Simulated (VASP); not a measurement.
# SiTe6 (Pm-3m) in VASP: a series of runs

SiTe6 is run at these levels: PBE; tasks: single point, relaxation of cell and atoms.

All numbers are computed with VASP 6.6.1; they aren't measurements. Logs are shortened: lines on timing, memory, paths and dates and some standing lists are left out, and cuts for length are marked.

## Step 1: The cell of the first run

Symmetry: Pm-3m, No. 221, cubic system. Conventional cell: a = 7.471 Å, b = 7.471 Å, c = 7.471 Å, α = 90.00°, β = 90.00°, γ = 90.00°. Te (site symmetry 4mm) has 5 Te at 2.74 to 3.35 Å within 3.6 Å.

## Step 2: Single point, PBE

File INCAR:

```
ALGO = Normal ; EDIFF = 1E-6
ENCUT = 520 ; GGA = PE
ISIF = 2 ; ISMEAR = 0
LASPH = T ; LCHARG = T
LELF = T ; LREAL = F
LVHAR = T ; LWAVE = F
NBANDS = 29 ; NELM = 80
PREC = Accurate ; SIGMA = 0.1
```

File KPOINTS:

```
k-points
0
Gamma
  6 6 6
```

File POSCAR:

```
SiTe6
1.0
    7.4714793611      0.0000000000      0.0000000000
    0.0000000000      7.4714793611      0.0000000000
    0.0000000000      0.0000000000      7.4714793611
Si Te
1 6
Direct
    0.0000000000      0.0000000000      0.0000000000
    0.1832389705      0.5000000000      0.5000000000
    0.5000000000      0.1832389705      0.5000000000
    0.8167610295      0.5000000000      0.5000000000
    0.5000000000      0.8167610295      0.5000000000
    0.5000000000      0.5000000000      0.1832389705
    0.5000000000      0.5000000000      0.8167610295
```

Potentials or basis: VASP PAW PBE potentials, release 64 (Si, Te).

Command:

```bash
$ cat potpaw_PBE.64/Si/POTCAR potpaw_PBE.64/Te/POTCAR > POTCAR
$ mpirun -np 1 vasp_std > vasp.out
```

OUTCAR:

```text
EDIFF = 1E-6
   ENCUT = 520
   GGA = PE
   ISIF = 2
   ISMEAR = 0
   LASPH = T
   LREAL = F
   NELM = 80
   PREC = Accurate

 ion  position               nearest neighbor table
   1  0.000  0.000  0.000-
   2  0.183  0.500  0.500-   4 2.74   3 3.35   5 3.35   6 3.35   7 3.35
   3  0.500  0.183  0.500-   5 2.74   4 3.35   2 3.35   6 3.35   7 3.35
   4  0.817  0.500  0.500-   2 2.74   3 3.35   5 3.35   6 3.35   7 3.35
   5  0.500  0.817  0.500-   3 2.74   2 3.35   4 3.35   6 3.35   7 3.35
   6  0.500  0.500  0.183-   7 2.74   3 3.35   4 3.35   5 3.35   2 3.35
   7  0.500  0.500  0.817-   6 2.74   3 3.35   4 3.35   5 3.35   2 3.35

  LATTYP: Found a simple cubic cell.
 ALAT       =     7.4714793611

  Lattice vectors:

 A1 = (   7.4714793611,   0.0000000000,   0.0000000000)
 A2 = (   0.0000000000,   7.4714793611,   0.0000000000)
 A3 = (   0.0000000000,   0.0000000000,   7.4714793611)

Analysis of symmetry for initial positions (statically):
=====================================================================
 Subroutine PRICEL returns:
 Original cell was already a primitive cell.

 Routine SETGRP: Setting up the symmetry group for a
 simple cubic supercell.

 Subroutine GETGRP returns: Found 48 space group operations
 (whereof 48 operations were pure point group operations)
 out of a pool of 48 trial point group operations.

The static configuration has the point symmetry O_h .

Analysis of symmetry for dynamics (positions and initial velocities):
=====================================================================
 Subroutine PRICEL returns:
 Original cell was already a primitive cell.

 Routine SETGRP: Setting up the symmetry group for a
 simple cubic supercell.

 Subroutine GETGRP returns: Found 48 space group operations
 (whereof 48 operations were pure point group operations)
 out of a pool of 48 trial point group operations.

The dynamic configuration has the point symmetry O_h .

 Subroutine INISYM returns: Found 48 space group operations
 (whereof 48 operations are pure point group operations),
 and found     1 'primitive' translations

----------------------------------------------------------------------------------------

                                     Primitive cell

  volume of cell :     417.0804

  direct lattice vectors                    reciprocal lattice vectors
[... 94 lines left out ...]
   EDIFFG = 0.1E-04   stopping-criterion for IOM
   NSW    =      0    number of steps for IOM
   IBRION =     -1    ionic relax: 0-MD 1-quasi-New 2-CG
   NFREE  =      0    steps in history (QN), initial steepest desc. (CG)
   ISIF   =      2    stress and relaxation
   ISYM   =      2    0-nonsym 1-usesym 2-fastsym
   POTIM  = 0.5000    time-step for ionic-motion
   TEBEG  =    0.0;   TEEND  =   0.0 temperature during run
   PSTRESS=    0.0 pullay stress
   NELECT =      40.0000    total number of electrons
   NUPDOWN=      -1.0000    fix difference up-down
   EMIN   =  10.00;   EMAX   =-10.00  energy-range for DOS
   EFERMI =   0.00;   METHOD = LEGACY
   ISMEAR =     0;   SIGMA  =   0.10  broadening in eV -4-tet -1-fermi 0-gaus
   EFERMI_NEDOS =   21; number of points for ismear=-14 and -15
   IALGO  =     38    algorithm
   IMIX   =      4    mixing-type and parameters
     AMIX     =   0.40;   BMIX     =  1.00
     AMIX_MAG =   1.60;   BMIX_MAG =  1.00
  volume/ion in A,a.u.               =      59.58       402.09
  Fermi-wavevector in a.u.,A,eV,Ry     =   0.749356  1.416078  7.640141  0.561535
  Thomas-Fermi vector in A             =   1.845857
   LORBIT       =      0    0 simple, 1 ext, 2 COOP (PROOUT), +10 PAW based schemes
   GGA     = PE    functional components
   LHFCALC =     F    Hartree Fock is set to
   AEXX    =    0.0000 exact exchange contribution
   IVDW    =     0    specifies the selected vdW correction
   LEPSILON=     F    determine dielectric tensor
   LRPA    =     F    only Hartree local field effects (RPA)
 non-spin polarized calculation
 Gauss-broadening in eV      SIGMA  =   0.10
  energy-cutoff  :      520.00
  volume of cell :      417.08
 maximum number of plane-waves:     11296
 NGX is ok and might be reduce to    56
   NGX = 27   NGY = 27   NGZ = 27

 number of electron      40.0000005 magnetization

 Free energy of the ion-electron system (eV)
  ---------------------------------------------------
  ext. energy  EPLUGINS =         0.00000000
  ---------------------------------------------------
  free energy    TOTEN  =       -17.29131613 eV

  energy without entropy =      -17.15617682  energy(sigma->0) =      -17.22374648

 E-fermi :   1.0938     XC(G=0):  -6.2608

 val. band max:        1.0926546134   @ k =   0.3333   0.1667   0.0000
 cond. band min:       1.0941915832   @ k =   0.3333   0.1667   0.1667
 fundamental gap:      0.0015369698
 Fermi energy:         1.0937964871

 k-point     1 :       0.0000    0.0000    0.0000
  band No.  band energies     occupation
      1     -11.8111      2.00000
      2     -10.4502      2.00000
      3     -10.4502      2.00000
      4      -8.9567      2.00000
      5      -8.9567      2.00000
      6      -8.9567      2.00000
[... 629 lines left out ...]
     28       5.1676      0.00000
     29       5.1676      0.00000

------------------------ aborting loop because EDIFF is reached ----------------------------------------

  FORCE on cell =-STRESS in cart. coord.  units (eV):
  Direction    XX          YY          ZZ          XY          YZ          ZX
  --------------------------------------------------------------------------------------
  -------------------------------------------------------------------------------------
  Total       -0.0515411     -0.0515411     -0.0515411     -0.0000000      0.0000000     -0.0000000
  in kB       -0.1979906     -0.1979906     -0.1979906     -0.0000000      0.0000000     -0.0000000
  external PRESSURE =      -0.1979906 kB  Pullay stress =       0.0000000 kB

 VOLUME and BASIS-vectors are now :
 -----------------------------------------------------------------------------
  energy-cutoff  :      520.00
  volume of cell :      417.08
      direct lattice vectors                 reciprocal lattice vectors
     7.471479361  0.000000000  0.000000000     0.133842302  0.000000000  0.000000000
     0.000000000  7.471479361  0.000000000     0.000000000  0.133842302  0.000000000
     0.000000000  0.000000000  7.471479361     0.000000000  0.000000000  0.133842302

 POSITION                                       TOTAL-FORCE (eV/Angst)
 -----------------------------------------------------------------------------------
      0.00000      0.00000      0.00000        -0.000000     -0.000000      0.000000
      1.36907      3.73574      3.73574         0.009984     -0.000000     -0.000000
      3.73574      1.36907      3.73574        -0.000000      0.009984     -0.000000
      6.10241      3.73574      3.73574        -0.009984     -0.000000     -0.000000
      3.73574      6.10241      3.73574         0.000000     -0.009984      0.000000
      3.73574      3.73574      1.36907         0.000000     -0.000000      0.009984
      3.73574      3.73574      6.10241        -0.000000     -0.000000     -0.009984
 -----------------------------------------------------------------------------------
    total drift:                               -0.000000     -0.000000      0.000000

  FREE ENERGIE OF THE ION-ELECTRON SYSTEM (eV)
  ---------------------------------------------------
  free  energy   TOTEN  =       -17.2913161324 eV

  energy  without entropy=      -17.1561768242  energy(sigma->0) =      -17.22374648
```

stdout:

```text
POSCAR found type information on POSCAR SiTe
 POSCAR found :  2 types and       7 ions
 scaLAPACK will be used
 LDA part: xc-table for (Slater+PW92), standard interpolation
 POSCAR, INCAR and KPOINTS ok, starting setup
 FFT: planning ... GRIDC
 FFT: planning ... GRID_SOFT
 FFT: planning ... GRID
 WAVECAR not read
 entering main loop
```

Run time: 7.2 min. Hardware: 1 thread of AMD EPYC 7R43 (Zen 3), shared host; peak memory 0.49 GiB.

Results:

- Free energy: -17.2913 eV
- Pressure: 0.0 GPa
- Largest force: 0.010 eV/Å
- Band gap on the k mesh: zero (band 20 reaches 1.16 eV, above the bottom of band 21 at 1.07 eV)

Forces in eV/Å, atoms in the order of the input:
```
Si   0.000  0.000  0.000
Te   0.010  0.000  0.000
Te   0.000  0.010  0.000
Te  -0.010  0.000  0.000
Te   0.000 -0.010  0.000
Te   0.000  0.000  0.010
Te   0.000  0.000 -0.010
```

Levels at points of the mesh, in eV from the Fermi level:
```
           k point  band 16  band 17  band 18  band 19  band 20  band 21  band 22  band 23  band 24  band 25
(0.00, 0.00, 0.00)    -1.96    -1.96    -1.79    -1.79     0.07     0.07     0.07     1.62     1.62     1.62
(0.50, 0.00, 0.00)    -1.78    -1.45    -0.73    -0.73    -0.04     0.05     0.05     0.39     0.39     1.62
(0.50, 0.50, 0.00)    -1.37    -0.87    -0.18    -0.16    -0.16     0.02     0.20     0.20     0.38     0.38
(0.50, 0.50, 0.50)    -0.87    -0.87    -0.21    -0.21    -0.21     0.05     0.05     0.05     0.09     0.09
```

Caveat: spin-orbit coupling is left out, which moves the levels of the heavy elements.

## Step 3: Relaxation of cell and atoms, PBE

File INCAR:

```
  ALGO = Normal
  EDIFF = 1E-7
  EDIFFG = -0.01
  ENCUT = 600
  GGA = PE
  IBRION = 2
  ISIF = 3
  ISMEAR = 0
  LASPH = T
  LCHARG = F
  LREAL = F
  LWAVE = F
  NELM = 100
  NSW = 100
  PREC = Accurate
  SIGMA = 0.1
```

KPOINTS is that of step 2.

File POSCAR:

```
SiTe6
1.0
    7.4764501864      0.0000000000      0.0000000000
    0.0000000000      7.4764501864      0.0000000000
    0.0000000000      0.0000000000      7.4764501864
Si Te
1 6
Direct
    0.0000000000      0.0000000000      0.0000000000
    0.1839865830      0.5000000000      0.5000000000
    0.5000000000      0.1839865830      0.5000000000
    0.8160134170      0.5000000000      0.5000000000
    0.5000000000      0.8160134170      0.5000000000
    0.5000000000      0.5000000000      0.1839865830
    0.5000000000      0.5000000000      0.8160134170
```

Potentials or basis: VASP PAW PBE potentials, release 64 (Si, Te).

Command:

```bash
$ cat potpaw_PBE.64/Si/POTCAR potpaw_PBE.64/Te/POTCAR > POTCAR
$ mpirun -np 1 vasp_std > vasp.out
```

OUTCAR:

```text
EDIFF = 1E-7
   EDIFFG = -0.01
   ENCUT = 600
   GGA = PE
   IBRION = 2
   ISIF = 3
   ISMEAR = 0
   LASPH = T
   LREAL = F
   NELM = 100
   NSW = 100
   PREC = Accurate

 ion  position               nearest neighbor table
   1  0.000  0.000  0.000-
   2  0.184  0.500  0.500-   4 2.75   3 3.34   5 3.34   6 3.34   7 3.34
   3  0.500  0.184  0.500-   5 2.75   4 3.34   2 3.34   6 3.34   7 3.34
   4  0.816  0.500  0.500-   2 2.75   3 3.34   5 3.34   6 3.34   7 3.34
   5  0.500  0.816  0.500-   3 2.75   2 3.34   4 3.34   6 3.34   7 3.34
   6  0.500  0.500  0.184-   7 2.75   3 3.34   4 3.34   5 3.34   2 3.34
   7  0.500  0.500  0.816-   6 2.75   3 3.34   4 3.34   5 3.34   2 3.34

  LATTYP: Found a simple cubic cell.
 ALAT       =     7.4764501864

  Lattice vectors:

[... 191 lines left out ...]
  --------------------------------------------------------------------------------------
  -------------------------------------------------------------------------------------
  Total       -0.2336799     -0.2336799     -0.2336799     -0.0000000      0.0000000     -0.0000000
  in kB       -0.8958714     -0.8958714     -0.8958714     -0.0000000      0.0000000     -0.0000000
  external PRESSURE =      -0.8958714 kB  Pullay stress =       0.0000000 kB
[... 110 lines left out ...]
--------------------------------------- Ionic step        4  -------------------------------------------

 number of electron      39.9999995 magnetization

 Free energy of the ion-electron system (eV)
  ---------------------------------------------------
  ext. energy  EPLUGINS =         0.00000000
  ---------------------------------------------------
  free energy    TOTEN  =       -17.29133686 eV

  energy without entropy =      -17.15688787  energy(sigma->0) =      -17.22411236

 E-fermi :   1.1097     XC(G=0):  -6.2687

 val. band max:        1.1083592775   @ k =   0.3333   0.1667   0.0000
 cond. band min:       1.1098635544   @ k =   0.3333   0.1667   0.1667
 fundamental gap:      0.0015042769
 Fermi energy:         1.1097076414

 k-point     1 :       0.0000    0.0000    0.0000
  band No.  band energies     occupation
      1     -11.8101      2.00000
      2     -10.4310      2.00000
      3     -10.4310      2.00000
      4      -8.9542      2.00000
      5      -8.9542      2.00000
      6      -8.9542      2.00000
[... 563 lines left out ...]
  FREE ENERGIE OF THE ION-ELECTRON SYSTEM (eV)
  ---------------------------------------------------
  free  energy   TOTEN  =       -17.2913368575 eV

  energy  without entropy=      -17.1568878683  energy(sigma->0) =      -17.22411236

 reached required accuracy - stopping structural energy minimisation
```

Run time: 17 min. Hardware: 1 thread of AMD EPYC 7R43 (Zen 3), shared host; peak memory 0.59 GiB.

Results:

```yaml
Free_energy: -17.2913 eV
Relaxed_volume: 59.45 Å³/atom
Relaxed_cell: a = 7.466 Å, b = 7.466 Å, c = 7.466 Å, α = 90.00°, β = 90.00°, γ = 90.00°
Space_group_after_relaxing_to_0.05_Å: Pm-3m (No. 221)
Energy_gained_by_relaxing: 0.2 meV/atom
Ionic_steps: 4
Pressure_after_relaxing: 0.0 GPa
Largest_force_after_relaxing: 0.007 eV/Å
Band_gap_on_the_k_mesh: zero (band 20 reaches 1.18 eV, above the bottom of band 21 at 1.08 eV)
```

Forces in eV/Å, atoms in the order of the input:
```
Si   0.000  0.000  0.000
Te  -0.007  0.000  0.000
Te   0.000 -0.007  0.000
Te   0.007  0.000  0.000
Te   0.000  0.007  0.000
Te   0.000  0.000 -0.007
Te   0.000  0.000  0.007
```

Step by step:
```
step  energy change (eV)  largest force (eV/Å)  pressure (GPa)  volume (Å³)
   1              0.0000                0.0586           -0.09       417.91
   2             -0.0011                0.0142            0.02       415.90
   3             -0.0011                0.0132            0.01       415.86
   4             -0.0012                0.0070            0.01       416.15
```

Final structure:
```cif
data_structure
_symmetry_space_group_name_H-M 'P 1'
_symmetry_Int_Tables_number 1
_cell_length_a 7.4659
_cell_length_b 7.4659
_cell_length_c 7.4659
_cell_angle_alpha 90.000
_cell_angle_beta 90.000
_cell_angle_gamma 90.000
_cell_volume 416.15
loop_
_atom_site_label
_atom_site_type_symbol
_atom_site_fract_x
_atom_site_fract_y
_atom_site_fract_z
_atom_site_occupancy
Si1 Si 0.00000 0.00000 0.00000 1
Te1 Te 0.18351 0.50000 0.50000 1
Te2 Te 0.50000 0.18351 0.50000 1
Te3 Te 0.81649 0.50000 0.50000 1
Te4 Te 0.50000 0.81649 0.50000 1
Te5 Te 0.50000 0.50000 0.18351 1
Te6 Te 0.50000 0.50000 0.81649 1
```

Levels at points of the mesh, in eV from the Fermi level:
| k point | band 18 | band 19 | band 20 | band 21 | band 22 | band 23 |
| --- | --- | --- | --- | --- | --- | --- |
| (0.00, 0.00, 0.00) | -1.78 | -1.78 | 0.07 | 0.07 | 0.07 | 1.63 |
| (0.50, 0.00, 0.00) | -0.74 | -0.74 | -0.04 | 0.05 | 0.05 | 0.39 |
| (0.50, 0.50, 0.00) | -0.18 | -0.16 | -0.16 | 0.02 | 0.20 | 0.20 |
| (0.50, 0.50, 0.50) | -0.21 | -0.21 | -0.21 | 0.05 | 0.05 | 0.05 |

Caveat: spin-orbit coupling is left out, which moves the levels of the heavy elements.
